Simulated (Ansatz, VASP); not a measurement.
**One calculation of Ru, two programs**

INCAR

```
SYSTEM = Ru
PREC = Accurate
ENCUT = 520
EDIFF = 1E-8
ISMEAR = -1
SIGMA = 0.03
LREAL = .FALSE.
LASPH = .TRUE.
NELM = 60
ALGO = Normal
ISIF = 2
LWAVE = .FALSE.
LCHARG = .FALSE.
GGA = PS
LEFG = .TRUE.
NBANDS = 21
```

KPOINTS

```
Automatic mesh
0
G
  14 14 8
  0 0 0
```

Contents of POSCAR:

```
Ru
1.0
    2.6246253542      0.0000000000      0.0000000000
   -1.3123126771      2.2729922322      0.0000000000
    0.0000000000      0.0000000000      4.2819000000
Ru
2
Direct
    0.3333333333      0.6666666667      0.2500000000
    0.6666666667      0.3333333333      0.7500000000
```

Input for Ansatz:

```yaml
crystal:
  lattice:
    - [2.6246253542, 0.0, 0.0]
    - [-1.3123126771, 2.2729922322, 0.0]
    - [0.0, 0.0, 4.2819]
  atoms:
    - { symbol: Ru, position: [0.3333333333, 0.6666666667, 0.25] }
    - { symbol: Ru, position: [0.6666666667, 0.3333333333, 0.75] }
kpoints:
  mp_grid: { grid: [14, 14, 8] }
scf:
  occupations: { method: fermi_dirac, width: 0.03 }
hamiltonian:
  xc: pbesol
  pseudopotentials: { kind: all_electron, datasets: crystal }
output:
  forces: true
  stress: true
  eigenvalues: true
  efg: { contact_densities: true }
```

Change from the starting cell: equal xx and yy strain of -3 %, crystal datasets.

Alike in both runs: task electric field gradients; functional PBEsol; k mesh 14 × 14 × 8; occupations fermi-dirac, width 0.03 eV; no spin polarisation.

|  | VASP | Ansatz |
| --- | --- | --- |
| version | VASP 6.6.1 | Ansatz 0.2.0 |
| potentials or method | VASP PAW PBE potentials, release 64 (Ru_pv), cutoff 520 eV | all-electron PAW with datasets made for the crystal, scalar-relativistic |

VASP gave:

- pressure (GPa): 16.2
- traceless stress, the component that is largest in VASP (GPa): -12.52
- size of Vzz on the site where it differs most (V/Å²): 2.3

Q: Which values does Ansatz return?

A: Pressure (GPa): 16.2; traceless stress, the component that is largest in VASP (GPa): -12.56; size of Vzz on the site where it differs most (V/Å²): 0.8.

VASP's potentials were made for PBE, not for PBEsol. Ansatz ran all-electron here, and VASP with PAW potentials.
